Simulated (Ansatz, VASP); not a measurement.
# One calculation of HfN, two programs

```
Hf N
1.0
     2.76745    0.00000    0.00000
     0.00000    2.76745    0.00000
     0.00000    0.00000    2.76745
Hf N
1 1
Direct
  0.00000 0.00000 0.00000
  0.50000 0.50000 0.50000
```

Change from the starting cell: volume scaled by 0.94, LAPW.

Alike in both runs: task single point; functional PBE; k mesh 14 × 14 × 14; occupations fermi-dirac, width 0.05 eV; no spin polarisation.

|  | VASP | Ansatz |
| --- | --- | --- |
| version | VASP 6.6.1 | Ansatz 0.2.0 |
| potentials or method | VASP PAW PBE potentials, release 64 (Hf_pv, N), cutoff 520 eV | all-electron LAPW, scalar-relativistic |

```tsv
	VASP	Ansatz	Ansatz less VASP
pressure (GPa)	13.4	16.6	+3.23
```

Ansatz ran all-electron here, and VASP with PAW potentials.

Spin-orbit coupling is off throughout.
